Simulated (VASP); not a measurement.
# Ti3Si2 (P6_3/m) in VASP: single point with PBE

Aim: the single point of Ti3Si2 with PBE.

Program: VASP 6.6.1. These are calculated values, not measurements. Logs are shortened: lines on timing, memory, paths and dates and some standing lists are left out, and cuts for length are marked.

### 1 The cell of the first run

The structure is hexagonal, space group P6_3/m (No. 176). The conventional cell has a = 6.534 Å, b = 6.534 Å, c = 4.425 Å, α = 90.00°, β = 90.00°, γ = 120.00°. Within 3.4 Å of Ti (site symmetry m) lie 5 Si at 2.61 to 2.75 Å and 8 Ti at 2.82 to 3.24 Å. Within 3.5 Å of Si (site symmetry -6) lie 9 Ti at 2.65 to 2.75 Å. Si (site symmetry -3) has 2 Si at 2.21 Å and 6 Ti at 2.61 Å within 2.9 Å.

### 2 Single point, PBE, collinear spin, ferromagnetic start

INCAR reads:

```
SYSTEM = Ti3Si2
PREC = Accurate
ENCUT = 520
EDIFF = 1E-6
ISMEAR = 0
SIGMA = 0.1
LREAL = .FALSE.
LASPH = .TRUE.
NELM = 150
ALGO = Normal
ISIF = 2
LWAVE = .FALSE.
LCHARG = .TRUE.
ISPIN = 2
MAGMOM = 1 1 1 1 1 1 0 0 0 0
LORBIT = 11
LMAXMIX = 4
GGA = PE
LELF = .TRUE.
LVHAR = .TRUE.
NBANDS = 59
```

KPOINTS reads:

```
regular mesh
0
G
  3 3 4
  0 0 0
```

POSCAR reads:

```
Ti3Si2
1.0
    6.5340791932      0.0000000000      0.0000000000
   -3.2670395966      5.6586785716      0.0000000000
    0.0000000000      0.0000000000      4.4252127406
Ti Si
6 4
Direct
    0.8974862523      0.5971862914      0.7500000000
    0.1025137477      0.4028137086      0.2500000000
    0.6997000391      0.1025137477      0.7500000000
    0.3002999609      0.8974862523      0.2500000000
    0.4028137086      0.3002999609      0.7500000000
    0.5971862914      0.6997000391      0.2500000000
    0.3333333333      0.6666666667      0.7500000000
    0.6666666667      0.3333333333      0.2500000000
    0.0000000000      0.0000000000      0.0000000000
    0.0000000000      0.0000000000      0.5000000000
```

Potentials or basis: VASP PAW PBE potentials, release 64 (Ti_sv, Si).

Run with:

```sh
$ cat potpaw_PBE.64/Ti_sv/POTCAR potpaw_PBE.64/Si/POTCAR > POTCAR
$ mpirun -np 1 vasp_std > vasp.out
```

OUTCAR:

```text
SYSTEM = Ti3Si2
   PREC = Accurate
   ENCUT = 520
   EDIFF = 1E-6
   ISMEAR = 0
   LREAL = .FALSE.
   LASPH = .TRUE.
   NELM = 150
   ISIF = 2
   ISPIN = 2
   LORBIT = 11
   GGA = PE

 ion  position               nearest neighbor table
   1  0.897  0.597  0.750-   9 2.61  10 2.61   7 2.65   8 2.75   8 2.75   3 2.82   5 2.82
   2  0.103  0.403  0.250-   9 2.61  10 2.61   8 2.65   7 2.75   7 2.75   4 2.82   6 2.82
   3  0.700  0.103  0.750-   9 2.61  10 2.61   7 2.65   8 2.75   8 2.75   1 2.82   5 2.82
   4  0.300  0.897  0.250-   9 2.61  10 2.61   8 2.65   7 2.75   7 2.75   2 2.82   6 2.82
   5  0.403  0.300  0.750-   9 2.61  10 2.61   7 2.65   8 2.75   8 2.75   1 2.82   3 2.82
   6  0.597  0.700  0.250-   9 2.61  10 2.61   8 2.65   7 2.75   7 2.75   2 2.82   4 2.82
   7  0.333  0.667  0.750-   1 2.65   3 2.65   5 2.65   4 2.75   4 2.75   2 2.75   2 2.75   6 2.75
                             6 2.75
   8  0.667  0.333  0.250-   2 2.65   4 2.65   6 2.65   3 2.75   3 2.75   1 2.75   1 2.75   5 2.75
                             5 2.75
   9  0.000  0.000  0.000-  10 2.21  10 2.21   1 2.61   2 2.61   5 2.61   6 2.61   3 2.61   4 2.61

  10  0.000  0.000  0.500-   9 2.21   9 2.21   1 2.61   2 2.61   5 2.61   6 2.61   3 2.61   4 2.61

  LATTYP: Found a hexagonal cell.
 ALAT       =     6.5340791932
 C/A-ratio  =     0.6772511642

  Lattice vectors:

 A1 = (   6.5340791932,   0.0000000000,   0.0000000000)
 A2 = (  -3.2670395966,   5.6586785716,   0.0000000000)
 A3 = (   0.0000000000,   0.0000000000,   4.4252127406)

Analysis of symmetry for initial positions (statically):
=====================================================================
 Subroutine PRICEL returns:
 Original cell was already a primitive cell.

 Routine SETGRP: Setting up the symmetry group for a
 hexagonal supercell.

 Subroutine GETGRP returns: Found 12 space group operations
 (whereof  6 operations were pure point group operations)
 out of a pool of 24 trial point group operations.

The static configuration has the point symmetry S_6 .
 The point group associated with its full space group is C_6h.

Analysis of symmetry for dynamics (positions and initial velocities):
=====================================================================
 Subroutine PRICEL returns:
 Original cell was already a primitive cell.

 Routine SETGRP: Setting up the symmetry group for a
 hexagonal supercell.

 Subroutine GETGRP returns: Found 12 space group operations
 (whereof  6 operations were pure point group operations)
 out of a pool of 24 trial point group operations.

The dynamic configuration has the point symmetry S_6 .
 The point group associated with its full space group is C_6h.

Analysis of structural, dynamic, and magnetic symmetry:
[... 168 lines left out ...]
 spin component 1

 k-point     1 :       0.0000    0.0000    0.0000
  band No.  band energies     occupation
      1     -48.2945      1.00000
      2     -48.2580      1.00000
      3     -48.2344      1.00000
      4     -48.2344      1.00000
      5     -48.2307      1.00000
      6     -48.2307      1.00000
[... 520 lines left out ...]
     55      10.4016      0.00000
     56      10.4016      0.00000
 Fermi energy:         8.3897538205

 spin component 2

 k-point     1 :       0.0000    0.0000    0.0000
  band No.  band energies     occupation
      1     -48.2942      1.00000
      2     -48.2577      1.00000
      3     -48.2341      1.00000
      4     -48.2341      1.00000
      5     -48.2304      1.00000
      6     -48.2304      1.00000
[... 520 lines left out ...]
     55      10.4019      0.00000
     56      10.4019      0.00000
 [bands above 56 left out]

------------------------ aborting loop because EDIFF is reached ----------------------------------------

  FORCE on cell =-STRESS in cart. coord.  units (eV):
  Direction    XX          YY          ZZ          XY          YZ          ZX
  --------------------------------------------------------------------------------------
  -------------------------------------------------------------------------------------
  Total       -0.3203127     -0.3203127      0.0916221     -0.0000006      0.0000000     -0.0000000
  in kB       -3.1365429     -3.1365429      0.8971748     -0.0000063      0.0000000     -0.0000000
  external PRESSURE =      -1.7919703 kB  Pullay stress =       0.0000000 kB

 VOLUME and BASIS-vectors are now :
 -----------------------------------------------------------------------------
  energy-cutoff  :      520.00
  volume of cell :      163.62
      direct lattice vectors                 reciprocal lattice vectors
     6.534079193  0.000000000  0.000000000     0.153043753  0.088359852  0.000000000
    -3.267039597  5.658678572  0.000000000     0.000000000  0.176719704  0.000000000
     0.000000000  0.000000000  4.425212741     0.000000000  0.000000000  0.225977836

 POSITION                                       TOTAL-FORCE (eV/Angst)
 -----------------------------------------------------------------------------------
      3.91321      3.37929      3.31891         0.005490      0.001736      0.000000
     -0.64618      2.27939      1.10630        -0.005490     -0.001736     -0.000000
      4.23698      0.58009      3.31891        -0.001242     -0.005622      0.000000
     -0.96994      5.07859      1.10630         0.001242      0.005622     -0.000000
      1.65092      1.69930      3.31891        -0.004248      0.003886      0.000000
      1.61611      3.95938      1.10630         0.004248     -0.003886      0.000000
     -0.00000      3.77245      3.31891         0.000000      0.000000      0.000000
      3.26704      1.88623      1.10630         0.000000      0.000000      0.000000
      0.00000      0.00000      0.00000         0.000000      0.000000      0.000000
      0.00000      0.00000      2.21261         0.000000      0.000000      0.000000
 -----------------------------------------------------------------------------------
    total drift:                                0.000000     -0.000000      0.000000

  FREE ENERGIE OF THE ION-ELECTRON SYSTEM (eV)
  ---------------------------------------------------
  free  energy   TOTEN  =       -72.6154029207 eV

  energy  without entropy=      -72.5654329692  energy(sigma->0) =      -72.59041794

 total charge

# of ion       s       p       d       tot
------------------------------------------
    1        2.191   6.125   1.914  10.229
    2        2.191   6.125   1.914  10.229
    3        2.191   6.125   1.914  10.229
    4        2.191   6.125   1.914  10.229
    5        2.191   6.125   1.914  10.229
    6        2.191   6.125   1.914  10.229
    7        0.750   0.915   0.000   1.665
    8        0.750   0.915   0.000   1.665
    9        0.781   1.039   0.000   1.820
   10        0.781   1.039   0.000   1.820
--------------------------------------------------
tot         16.207  40.659  11.481  68.347

 magnetization (x)

# of ion       s       p       d       tot
------------------------------------------
    1        0.000   0.000   0.000   0.000
    2        0.000   0.000   0.000   0.000
    3        0.000   0.000   0.000   0.000
    4        0.000   0.000   0.000   0.000
    5        0.000   0.000   0.000   0.000
    6        0.000   0.000   0.000   0.000
    7       -0.000  -0.000   0.000  -0.000
    8       -0.000  -0.000   0.000  -0.000
    9       -0.000  -0.000   0.000  -0.000
   10       -0.000  -0.000   0.000  -0.000
--------------------------------------------------
tot          0.000   0.000   0.001   0.001
```

stdout:

```text
POSCAR found type information on POSCAR TiSi
 POSCAR found :  2 types and      10 ions
 scaLAPACK will be used
 LDA part: xc-table for (Slater+PW92), standard interpolation
 POSCAR, INCAR and KPOINTS ok, starting setup
 FFT: planning ... GRIDC
 FFT: planning ... GRID_SOFT
 FFT: planning ... GRID
 WAVECAR not read
 entering main loop
```

Run time: 4.7 min. Hardware: 1 thread of Intel Xeon Platinum 8259CL at 2.50GHz (Skylake/Cascade Lake), shared host; peak memory 0.41 GiB.

Results:

```yaml
Free_energy: -72.6154 eV
Pressure: -0.2 GPa
Largest_force: 0.006 eV/Å
Band_gap_on_the_k_mesh: zero (filled and empty bands overlap)
Net_moment: 0.00 μB per cell
Valence_electrons_inside_the_program's_atomic_spheres: Ti 10.23; Si 1.67, 1.82
```

Forces on the atoms (eV/Å):
```
Ti   0.005  0.002  0.000
Ti  -0.005 -0.002  0.000
Ti  -0.001 -0.006  0.000
Ti   0.001  0.006  0.000
Ti  -0.004  0.004  0.000
Ti   0.004 -0.004  0.000
Si   0.000  0.000  0.000
Si   0.000  0.000  0.000
Si   0.000  0.000  0.000
Si   0.000  0.000  0.000
```

Caveat: the k points lie up to 0.37 Å⁻¹ apart.
